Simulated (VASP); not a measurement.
# ScSi4O (F-43m) in VASP: further runs, part 3 of 3

VASP 6.6.1. Earlier steps stand in the parts before.

**4. Relaxation of cell and atoms, PBE**

This run uses another cell than the first one, of 15.86 Å³/atom.

Contents of INCAR:

```
SYSTEM = ScSi4O
  PREC = Accurate
  ENCUT = 600
  EDIFF = 1E-6
  ISMEAR = 0
  SIGMA = 0.1
  LREAL = .False.
  LASPH = .True.
  NELM = 60
  ALGO = Normal
  ISIF = 3
  LWAVE = .False.
  LCHARG = .False.
  GGA = PE
  IBRION = 2
  NSW = 90
  EDIFFG = -0.04
```

Contents of KPOINTS:

```
regular mesh
0
Gamma
  4 4 4
  0 0 0
```

Contents of POSCAR:

```
ScSi4O
1.0
    0.0000000000      3.6236989400      3.6236989400
    3.6236989400      0.0000000000      3.6236989400
    3.6236989400      3.6236989400      0.0000000000
Sc Si O
1 4 1
Direct
    0.2500000000      0.2500000000      0.2500000000
    0.6248469700      0.1254591000      0.6248469700
    0.6248469700      0.6248469700      0.1254591000
    0.6248469700      0.6248469700      0.6248469700
    0.1254591000      0.6248469700      0.6248469700
    0.0000000000      0.0000000000      0.0000000000
```

Potentials or basis: VASP PAW PBE potentials, release 64 (Sc_sv, Si, O).

Started as:

```sh
$ cat potpaw_PBE.64/Sc_sv/POTCAR potpaw_PBE.64/Si/POTCAR potpaw_PBE.64/O/POTCAR > POTCAR
$ mpirun -np 1 vasp_std > vasp.out
```

OUTCAR:

```text
SYSTEM = ScSi4O
   PREC = Accurate
   ENCUT = 600
   EDIFF = 1E-6
   ISMEAR = 0
   LREAL = .False.
   LASPH = .True.
   NELM = 60
   ISIF = 3
   GGA = PE
   IBRION = 2
   NSW = 90
   EDIFFG = -0.04

 ion  position               nearest neighbor table
   1  0.250  0.250  0.250-   2 3.00   5 3.00   3 3.00   5 3.00   2 3.00   3 3.00   4 3.00   4 3.00
                             4 3.00   2 3.00   3 3.00   5 3.00
   2  0.625  0.125  0.625-   3 2.56   4 2.56   5 2.56   5 2.57   3 2.57   4 2.57   1 3.00   1 3.00
                             1 3.00
   3  0.625  0.625  0.125-   2 2.56   4 2.56   5 2.56   2 2.57   5 2.57   4 2.57   1 3.00   1 3.00
                             1 3.00
   4  0.625  0.625  0.625-   2 2.56   3 2.56   5 2.56   5 2.57   2 2.57   3 2.57   1 3.00   1 3.00
                             1 3.00
   5  0.125  0.625  0.625-   2 2.56   3 2.56   4 2.56   2 2.57   3 2.57   4 2.57   1 3.00   1 3.00
                             1 3.00
   6  0.000  0.000  0.000-

  LATTYP: Found a face centered cubic cell.
 ALAT       =     7.2473978800

  Lattice vectors:

 A1 = (   0.0000000000,   3.6236989400,   3.6236989400)
 A2 = (   3.6236989400,   0.0000000000,   3.6236989400)
 A3 = (   3.6236989400,   3.6236989400,   0.0000000000)

Analysis of symmetry for initial positions (statically):
=====================================================================
 Subroutine PRICEL returns:
 Original cell was already a primitive cell.

 Routine SETGRP: Setting up the symmetry group for a
 face centered cubic supercell.

 Subroutine GETGRP returns: Found 24 space group operations
 (whereof 24 operations were pure point group operations)
 out of a pool of 48 trial point group operations.

The static configuration has the point symmetry T_d .

Analysis of symmetry for dynamics (positions and initial velocities):
=====================================================================
 Subroutine PRICEL returns:
 Original cell was already a primitive cell.

 Routine SETGRP: Setting up the symmetry group for a
 face centered cubic supercell.

 Subroutine GETGRP returns: Found 24 space group operations
 (whereof 24 operations were pure point group operations)
 out of a pool of 48 trial point group operations.

The dynamic configuration has the point symmetry T_d .

 Subroutine INISYM returns: Found 24 space group operations
 (whereof 24 operations are pure point group operations),
 and found     1 'primitive' translations

----------------------------------------------------------------------------------------

                                     Primitive cell

  volume of cell :      95.1670

  direct lattice vectors                    reciprocal lattice vectors
     0.000000000  3.623698940  3.623698940    -0.137980558  0.137980558  0.137980558
     3.623698940  0.000000000  3.623698940     0.137980558 -0.137980558  0.137980558
     3.623698940  3.623698940  0.000000000     0.137980558  0.137980558 -0.137980558

  length of vectors
     5.124684187  5.124684187  5.124684187     0.238989336  0.238989336  0.238989336

  position of ions in fractional coordinates (direct lattice)
     0.250000000  0.250000000  0.250000000
     0.624846970  0.125459100  0.624846970
     0.624846970  0.624846970  0.125459100
     0.624846970  0.624846970  0.624846970
     0.125459100  0.624846970  0.624846970
     0.000000000  0.000000000  0.000000000

  ion indices of the primitive-cell ions
   primitive index   ion index
                 1           1
                 2           2
                 3           3
                 4           4
                 5           5
                 6           6

----------------------------------------------------------------------------------------

 KPOINTS: regular mesh

Automatic generation of k-mesh.
 Grid dimensions read from file:
 generate k-points for:    4    4    4

 Generating k-lattice:

  Cartesian coordinates                     Fractional coordinates (reciprocal lattice)
    -0.034495139  0.034495139  0.034495139     0.250000000  0.000000000  0.000000000
     0.034495139 -0.034495139  0.034495139     0.000000000  0.250000000  0.000000000
     0.034495139  0.034495139 -0.034495139     0.000000000  0.000000000  0.250000000

  Length of vectors
     0.059747334  0.059747334  0.059747334

  Shift w.r.t. Gamma in fractional coordinates (k-lattice)
     0.000000000  0.000000000  0.000000000

 Subroutine IBZKPT returns following result:
 ===========================================

 Found      8 irreducible k-points:

 Following reciprocal coordinates:
            Coordinates               Weight
  0.000000  0.000000  0.000000      1.000000
  0.250000  0.000000  0.000000      8.000000
  0.500000  0.000000  0.000000      4.000000
  0.250000  0.250000  0.000000      6.000000
  0.500000  0.250000  0.000000     24.000000
 -0.250000  0.250000  0.000000     12.000000
  0.500000  0.500000  0.000000      3.000000
 -0.250000  0.500000  0.250000      6.000000
   k-points           NKPTS =      8   k-points in BZ     NKDIM =      8   number of bands    NBANDS=     20
   number of dos      NEDOS =    301   number of ions     NIONS =      6
   total plane-waves  NPLWV =  74088
   dimension x,y,z NGX =    42 NGY =   42 NGZ =   42
   dimension x,y,z NGXF=    84 NGYF=   84 NGZF=   84
   ions per type =               1   4   1
   NGX,Y,Z   is equivalent  to a cutoff of  13.62, 13.62, 13.62 a.u.
   NGXF,Y,Z  is equivalent  to a cutoff of  27.25, 27.25, 27.25 a.u.
 SYSTEM =  ScSi4O
   PREC   = accura    normal or accurate (medium, high low for compatibility)
   ISTART =      0    job   : 0-new  1-cont  2-samecut
   ICHARG =      2    charge: 1-file 2-atom 10-const
   ISPIN  =      1    spin polarized calculation?
   LNONCOLLINEAR =      F non collinear calculations
   LSORBIT =      F    spin-orbit coupling
   LASPH  =      T    aspherical Exc in radial PAW
   ENCUT  =  600.0 eV  44.10 Ry    6.64 a.u.  10.24 10.24 10.24*2*pi/ulx,y,z
   NELM   =     60;   NELMIN=  2; NELMDL= -5     # of ELM steps
   EDIFF  = 0.1E-05   stopping-criterion for ELM
   LREAL  =      F    real-space projection
   EDIFFG = -.4E-01   stopping-criterion for IOM
   NSW    =     90    number of steps for IOM
   IBRION =      2    ionic relax: 0-MD 1-quasi-New 2-CG
   NFREE  =      1    steps in history (QN), initial steepest desc. (CG)
   ISIF   =      3    stress and relaxation
   ISYM   =      2    0-nonsym 1-usesym 2-fastsym
   POTIM  = 0.5000    time-step for ionic-motion
   TEBEG  =    0.0;   TEEND  =   0.0 temperature during run
   PSTRESS=    0.0 pullay stress
   NELECT =      33.0000    total number of electrons
   NUPDOWN=      -1.0000    fix difference up-down
   EMIN   =  10.00;   EMAX   =-10.00  energy-range for DOS
   EFERMI =   0.00;   METHOD = LEGACY
   ISMEAR =     0;   SIGMA  =   0.10  broadening in eV -4-tet -1-fermi 0-gaus
   EFERMI_NEDOS =   21; number of points for ismear=-14 and -15
   IALGO  =     38    algorithm
   IMIX   =      4    mixing-type and parameters
     AMIX     =   0.40;   BMIX     =  1.00
     AMIX_MAG =   1.60;   BMIX_MAG =  1.00
  volume/ion in A,a.u.               =      15.86       107.04
  Fermi-wavevector in a.u.,A,eV,Ry     =   1.150140  2.173449 17.998086  1.322822
  Thomas-Fermi vector in A             =   2.286806
   LORBIT       =      0    0 simple, 1 ext, 2 COOP (PROOUT), +10 PAW based schemes
   GGA     = PE    functional components
   LHFCALC =     F    Hartree Fock is set to
   AEXX    =    0.0000 exact exchange contribution
   IVDW    =     0    specifies the selected vdW correction
   LEPSILON=     F    determine dielectric tensor
   LRPA    =     F    only Hartree local field effects (RPA)
 conjugate gradient relaxation of ions
 non-spin polarized calculation
 Gauss-broadening in eV      SIGMA  =   0.10
  energy-cutoff  :      600.00
  volume of cell :       95.17
 maximum number of plane-waves:      3218
 NGX is ok and might be reduce to    42
   NGX = 21   NGY = 21   NGZ = 21

--------------------------------------- Ionic step        1  -------------------------------------------

 number of electron      32.9999997 magnetization

 Free energy of the ion-electron system (eV)
  ---------------------------------------------------
  ext. energy  EPLUGINS =         0.00000000
  ---------------------------------------------------
  free energy    TOTEN  =       -33.19800707 eV

  energy without entropy =      -33.18796772  energy(sigma->0) =      -33.19298740

------------------------ aborting loop because EDIFF is reached ----------------------------------------

  FORCE on cell =-STRESS in cart. coord.  units (eV):
  Direction    XX          YY          ZZ          XY          YZ          ZX
  --------------------------------------------------------------------------------------
  -------------------------------------------------------------------------------------
  Total       -5.4131341     -5.4131341     -5.4131341      0.0000000      0.0000000      0.0000000
  in kB      -91.1324502    -91.1324502    -91.1324502      0.0000000      0.0000000      0.0000000
  external PRESSURE =     -91.1324502 kB  Pullay stress =       0.0000000 kB
[... 107 lines left out ...]
--------------------------------------- Ionic step        4  -------------------------------------------

 number of electron      33.0000000 magnetization

 Free energy of the ion-electron system (eV)
  ---------------------------------------------------
  ext. energy  EPLUGINS =         0.00000000
  ---------------------------------------------------
  free energy    TOTEN  =       -33.50809689 eV

  energy without entropy =      -33.49909090  energy(sigma->0) =      -33.50359390

 E-fermi :   8.0474     XC(G=0): -11.0383

 val. band max:        8.0058554251   @ k =   0.2500   0.2500   0.0000
 cond. band min:       8.0895976556   @ k =   0.5000   0.5000   0.0000
 fundamental gap:      0.0837422305
 Fermi energy:         8.0474481396

 k-point     1 :       0.0000    0.0000    0.0000
  band No.  band energies     occupation
      1     -41.6241      2.00000
      2     -20.2793      2.00000
      3     -20.2793      2.00000
      4     -20.2793      2.00000
      5      -8.7673      2.00000
      6      -4.8591      2.00000
[... 206 lines left out ...]
  FREE ENERGIE OF THE ION-ELECTRON SYSTEM (eV)
  ---------------------------------------------------
  free  energy   TOTEN  =       -33.5080968922 eV

  energy  without entropy=      -33.4990909029  energy(sigma->0) =      -33.50359390

 reached required accuracy - stopping structural energy minimisation
```

It took 2.7 min on 1 thread of Intel Xeon 8259CL, shared host; peak memory 0.28 GiB.

Results:

```yaml
Free_energy: -33.5081 eV
Relaxed_volume: 14.32 Å³/atom
Relaxed_cell: a = 4.953 Å, b = 4.953 Å, c = 4.953 Å, α = 60.00°, β = 60.00°, γ = 60.00°
Space_group_after_relaxing_to_0.1_Å: F-43m (No. 216)
Energy_gained_by_relaxing: 51.7 meV/atom
Ionic_steps: 4
Pressure_after_relaxing: 0.3 GPa
Largest_force_after_relaxing: 0.028 eV/Å
Band_gap_on_the_k_mesh: zero (an odd number of electrons rules out a gap without spin polarisation)
```

Forces in eV/Å, atoms in the order of the input:
```
Sc   0.000  0.000  0.000
Si  -0.016  0.016 -0.016
Si  -0.016 -0.016  0.016
Si   0.016  0.016  0.016
Si   0.016 -0.016 -0.016
O    0.000  0.000  0.000
```

The path:
| step | energy change (eV) | largest force (eV/Å) | pressure (GPa) | volume (Å³) |
| --- | --- | --- | --- | --- |
| 1 | 0.0000 | 0.5572 | -9.11 | 95.17 |
| 2 | -0.2718 | 0.2301 | 4.22 | 83.27 |
| 3 | -0.3102 | 0.0437 | 0.05 | 86.07 |
| 4 | -0.3101 | 0.0284 | 0.28 | 85.90 |

Final structure:
```
Sc Si O
1.0
     0.00000    3.50200    3.50200
     3.50200    0.00000    3.50200
     3.50200    3.50200    0.00000
Sc Si O
1 4 1
Direct
  0.25000 0.25000 0.25000
  0.62648 0.12057 0.62648
  0.62648 0.62648 0.12057
  0.62648 0.62648 0.62648
  0.12057 0.62648 0.62648
  0.00000 0.00000 0.00000
```

Levels at points of the mesh, in eV from the Fermi level:
| k point | band 14 | band 15 | band 16 | band 17 | band 18 | band 19 |
| --- | --- | --- | --- | --- | --- | --- |
| (0.00, 0.00, 0.00) | -2.65 | -2.65 | -1.67 | -1.67 | -1.67 | 1.38 |
| (0.50, 0.00, 0.00) | -1.72 | -1.72 | 0.65 | 0.65 | 0.82 | 1.23 |
| (0.50, 0.50, 0.00) | -1.23 | -1.04 | -0.26 | 0.04 | 0.04 | 0.89 |

Caveat: the k points lie up to 0.39 Å⁻¹ apart in the final cell, too coarse for converged energies and pressures of a metal; an odd number of electrons without spin polarisation forces a metal; a magnetic or distorted state may lie lower.

**5. Single point, PBE, collinear spin, ferromagnetic start**

Contents of INCAR:

```
PREC = Accurate
ENCUT = 520
EDIFF = 1E-6
ISMEAR = 0
SIGMA = 0.1
LREAL = False
LASPH = True
NELM = 150
ALGO = Normal
ISIF = 2
LWAVE = False
LCHARG = False
ISPIN = 2
MAGMOM = 0 0 0 0 0 1
LORBIT = 11
LMAXMIX = 4
GGA = PE
NBANDS = 30
```

Contents of KPOINTS:

```
Automatic mesh
0
Gamma
  4 4 4
```

Contents of POSCAR:

```
ScSi4O
1.0
    0.0000000000      3.5065871068      3.5065871068
    3.5065871068      0.0000000000      3.5065871068
    3.5065871068      3.5065871068      0.0000000000
Sc Si O
1 4 1
Direct
    0.7500000000      0.7500000000      0.7500000000
    0.8796823672      0.3734392109      0.3734392109
    0.3734392109      0.3734392109      0.3734392109
    0.3734392109      0.8796823672      0.3734392109
    0.3734392109      0.3734392109      0.8796823672
    0.0000000000      0.0000000000      0.0000000000
```

Started as:

```sh
$ cat potpaw_PBE.64/Sc_sv/POTCAR potpaw_PBE.64/Si/POTCAR potpaw_PBE.64/O/POTCAR > POTCAR
$ mpirun -np 1 vasp_std > vasp.out
```

Wall time 2.4 min (1 thread of Intel Xeon 8259CL, shared host); peak memory 0.29 GiB.

Results (log left out):

* Free energy: -33.5020 eV
* Pressure: -0.1 GPa
* Net moment: 0.00 μB per cell
* Valence electrons inside the program's atomic spheres: Sc 9.40; Si 1.62; O 4.78

Levels at points of the mesh, in eV from the Fermi level:
Spin up:
```csv
k point,band 12,band 13,band 14,band 15,band 16,band 17,band 18,band 19,band 20,band 21
"(0.00, 0.00, 0.00)",-4.61,-4.61,-2.64,-2.64,-1.65,-1.65,-1.65,1.38,3.22,3.22
"(0.50, 0.00, 0.00)",-4.29,-2.03,-1.71,-1.71,0.65,0.65,0.82,1.22,1.89,1.89
"(0.50, 0.50, 0.00)",-1.78,-1.78,-1.22,-1.04,-0.26,0.04,0.04,0.89,1.25,2.10
```
Spin down:
| k point | band 14 | band 15 | band 16 | band 17 | band 18 | band 19 |
| --- | --- | --- | --- | --- | --- | --- |
| (0.00, 0.00, 0.00) | -2.64 | -2.64 | -1.65 | -1.65 | -1.65 | 1.38 |
| (0.50, 0.00, 0.00) | -1.71 | -1.71 | 0.65 | 0.65 | 0.82 | 1.22 |
| (0.50, 0.50, 0.00) | -1.22 | -1.04 | -0.26 | 0.04 | 0.04 | 0.89 |

Caveat: the k points lie up to 0.39 Å⁻¹ apart.

**6. Single point, PBE, collinear spin, ferromagnetic start**

This run uses another cell than the first one, of 15.86 Å³/atom.

Contents of INCAR:

```
  PREC = Accurate
  ENCUT = 520
  EDIFF = 1E-6
  ISMEAR = 0
  SIGMA = 0.1
  LREAL = False
  LASPH = True
  NELM = 150
  ALGO = Normal
  ISIF = 2
  LWAVE = False
  LCHARG = False
  ISPIN = 2
  MAGMOM = 0 0 0 0 0 1
  LORBIT = 11
  LMAXMIX = 4
  GGA = PE
  NBANDS = 30
```

KPOINTS is that of step 5.

Contents of POSCAR:

```
ScSi4O
1.0
    0.0000000000      3.6236989400      3.6236989400
    3.6236989400      0.0000000000      3.6236989400
    3.6236989400      3.6236989400      0.0000000000
Sc Si O
1 4 1
Direct
    0.2500000000      0.2500000000      0.2500000000
    0.6248469700      0.1254591000      0.6248469700
    0.6248469700      0.6248469700      0.1254591000
    0.6248469700      0.6248469700      0.6248469700
    0.1254591000      0.6248469700      0.6248469700
    0.0000000000      0.0000000000      0.0000000000
```

Potentials or basis: VASP PAW PBE potentials, release 64 (Sc_sv, Si, O).

Started as:

```sh
$ cat potpaw_PBE.64/Sc_sv/POTCAR potpaw_PBE.64/Si/POTCAR potpaw_PBE.64/O/POTCAR > POTCAR
$ mpirun -np 1 vasp_std > vasp.out
```

Wall time 2.5 min (1 thread of Intel Xeon 8259CL, shared host); peak memory 0.3 GiB.

The run converged. Its results:

```
Free energy                                           : -33.1964 eV
Pressure                                              : -9.1 GPa
Largest force                                         : 0.557 eV/Å
Net moment                                            : 0.00 μB per cell
Valence electrons inside the program's atomic spheres : Sc 9.28; Si 1.57; O 4.75
```

Forces in eV/Å, atoms in the order of the input:
```
Sc   0.000  0.000  0.000
Si  -0.322  0.322 -0.322
Si  -0.322 -0.322  0.322
Si   0.322  0.322  0.322
Si   0.322 -0.322 -0.322
O    0.000  0.000  0.000
```

Levels at points of the mesh, in eV from the Fermi level:
Spin up:
| k point | band 12 | band 13 | band 14 | band 15 | band 16 | band 17 | band 18 | band 19 | band 20 | band 21 |
| --- | --- | --- | --- | --- | --- | --- | --- | --- | --- | --- |
| (0.00, 0.00, 0.00) | -4.24 | -4.24 | -2.40 | -2.40 | -1.47 | -1.47 | -1.47 | 1.31 | 2.78 | 2.78 |
| (0.50, 0.00, 0.00) | -3.93 | -1.72 | -1.52 | -1.52 | 0.62 | 0.62 | 0.76 | 1.15 | 1.53 | 1.53 |
| (0.50, 0.50, 0.00) | -1.59 | -1.59 | -1.05 | -0.86 | -0.13 | 0.03 | 0.03 | 0.74 | 1.11 | 1.91 |
Spin down:
```tsv
k point	band 14	band 15	band 16	band 17	band 18	band 19
(0.00, 0.00, 0.00)	-2.40	-2.40	-1.47	-1.47	-1.47	1.31
(0.50, 0.00, 0.00)	-1.52	-1.52	0.62	0.62	0.76	1.15
(0.50, 0.50, 0.00)	-1.05	-0.86	-0.13	0.03	0.03	0.74
```

Caveat: the k points lie up to 0.38 Å⁻¹ apart.

**7. Summary**

```tsv
task	spin	cell	cutoff (eV)	gap on the mesh (eV)	pressure (GPa)	moment (μB)	largest force (eV/Å)
single point	off	a = 4.959 Å, angles 60.0°, 6 atoms, atomic positions A	520	none	-0.1	-	-
single point	off	a = 5.125 Å, angles 60.0°, 6 atoms, atomic positions B	520	none	-9.1	-	0.56
relaxation of cell and atoms	off	relaxed from a = 5.125 Å, angles 60.0°, 6 atoms, atomic positions B	600	none	0.3	-	0.03
single point	collinear, ferromagnetic start	a = 4.959 Å, angles 60.0°, 6 atoms, atomic positions A	520	none	-0.1	0.00	-
single point	collinear, ferromagnetic start	a = 5.125 Å, angles 60.0°, 6 atoms, atomic positions B	520	none	-9.1	0.00	0.56
```

Alike in all rows: level PBE; potentials or basis VASP PAW PBE potentials, release 64 (Sc_sv, Si, O); k mesh 4 × 4 × 4; smearing gaussian 0.1 eV.

Caveats: all runs use coarse meshes; an odd number of electrons without spin polarisation forces a metal (at least some runs); a magnetic or distorted state may lie lower (at least some runs).

Total energies depend on the potentials used, so only differences within one code and one set of settings carry meaning.
